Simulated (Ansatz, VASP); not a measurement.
Tl: VASP beside Ansatz

```
Tl
1.0
     3.73852    0.00000    0.00000
    -1.86926    3.23765    0.00000
     0.00000    0.00000    5.81331
Tl
2
Cartesian
  0.0000 2.1584 1.4533
  1.8693 1.0792 4.3600
```

Alike in both runs: task single point; functional RPBE; k mesh 16 × 16 × 9; occupations fermi-dirac, width 0.1 eV; no spin polarisation.

|  | VASP | Ansatz |
| --- | --- | --- |
| version | VASP 6.6.1 | Ansatz 0.2.0 |
| potentials or method | VASP PAW PBE potentials, release 64 (Tl_d), cutoff 520 eV | plane waves (420 eV) with PAW, scalar-relativistic |
| valence electrons in the cell | 26 | 26 |

|  | VASP | Ansatz | Ansatz less VASP |
| --- | --- | --- | --- |
| pressure (GPa) | -0.7 | -0.7 | +0.06 |

VASP's potentials were made for PBE, not for RPBE. The functional is the same, so the differences come from potentials, cutoffs and numerics.

Neither program's run includes spin-orbit coupling.
